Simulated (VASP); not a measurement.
Input of a VASP 6.6.1 run:

Contents of POSCAR:

```
Fe
1.0
   -1.3465674036      1.3465674036      1.3465674036
    1.3465674036     -1.3465674036      1.3465674036
    1.3465674036      1.3465674036     -1.3465674036
Fe
1
Direct
    0.0000000000      0.0000000000      0.0000000000
```

File INCAR.step1:

```
SYSTEM = Fe
PREC     = Accurate       ! precision mode
ENCUT    = 520            ! plane-wave cutoff, eV
ISMEAR   = -1             ! smearing method
SIGMA    = 0.1            ! smearing width, eV
LREAL    = .FALSE.        ! projectors in reciprocal space
LASPH    = .TRUE.         ! aspherical terms in the spheres
NELM     = 60             ! most SCF steps
NBANDS   = 10             ! bands
GGA      = PE             ! functional
ALGO     = Normal         ! electronic algorithm
EDIFF    = 1E-4           ! SCF threshold, eV
LWAVE    = .TRUE.         ! write WAVECAR
LCHARG   = .FALSE.        ! write CHGCAR
```

File INCAR.step2:

```
SYSTEM = Fe
PREC     = Accurate       ! precision mode
ENCUT    = 520            ! plane-wave cutoff, eV
EDIFF    = 1E-6           ! SCF threshold, eV
ISMEAR   = -1             ! smearing method
SIGMA    = 0.1            ! smearing width, eV
LREAL    = .FALSE.        ! projectors in reciprocal space
LASPH    = .TRUE.         ! aspherical terms in the spheres
NELM     = 60             ! most SCF steps
ALGO     = Normal         ! electronic algorithm
ISIF     = 2              ! what is computed and relaxed
LWAVE    = .FALSE.        ! write WAVECAR
LCHARG   = .FALSE.        ! write CHGCAR
METAGGA  = R2SCAN         ! meta-GGA
LMIXTAU  = .TRUE.       
NBANDS   = 10             ! bands
ISTART   = 1
```

File KPOINTS:

```
Automatic mesh
0
G
  26 26 26
  0 0 0
```

Potentials or basis: VASP PAW PBE potentials, release 64 (Fe).

Command:

```bash
$ cat potpaw_PBE.64/Fe/POTCAR > POTCAR
$ cp INCAR.step1 INCAR
$ mpirun -np 1 vasp_std > vasp.out
$ cp INCAR.step2 INCAR
$ mpirun -np 1 vasp_std > vasp.out
```

Task: Predict the pressure.

Result: 13.9 GPa.

Task: What does it give for the band gap on the k mesh?

Result: Zero (band 4 reaches 8.54 eV, above the bottom of band 5 at 6.22 eV).

Caveat: the PAW data sets were made with another functional, which shifts forces and pressure a little; the run has no spin polarisation, though such a crystal can be magnetic. Spin polarisation is off, so any magnetic state and its effect on volume and gap are missing.
